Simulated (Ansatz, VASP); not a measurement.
# Two plane-wave programs on BeTe

```
CELL_PARAMETERS angstrom
0.00000 2.74376 2.74376
2.74376 0.00000 2.74376
2.74376 2.74376 0.00000
ATOMIC_POSITIONS crystal
Be 0.00000 0.00000 0.00000
Te 0.25000 0.25000 0.25000
```

Change from the starting cell: hydrostatic strain -3.0%.

Alike in both runs: task single point; functional HSE06; k mesh 6 × 6 × 6; no spin polarisation.

```csv
,VASP,Ansatz
version,VASP 6.6.1,Ansatz 0.2.0
potentials or method,"VASP PAW PBE potentials, release 64 (Be, Te)","plane waves, PAW"
plane-wave cutoff (eV),520,420
occupations,"gaussian, width 0.01 eV",fixed
valence electrons in the cell,8,18
```

```tsv
	VASP	Ansatz	Ansatz less VASP
gap on the k mesh at the Fermi level (eV)	2.42	2.45	+0.028
pressure (GPa)	5.4	5.5	+0.12
```

VASP's potentials hold 8 valence electrons a cell and Ansatz's 18, so a difference there can come from the potentials and not from the codes. Ansatz's warnings: stress exchange threshold loose, stress scf threshold loose.

Neither program's run includes spin-orbit coupling.
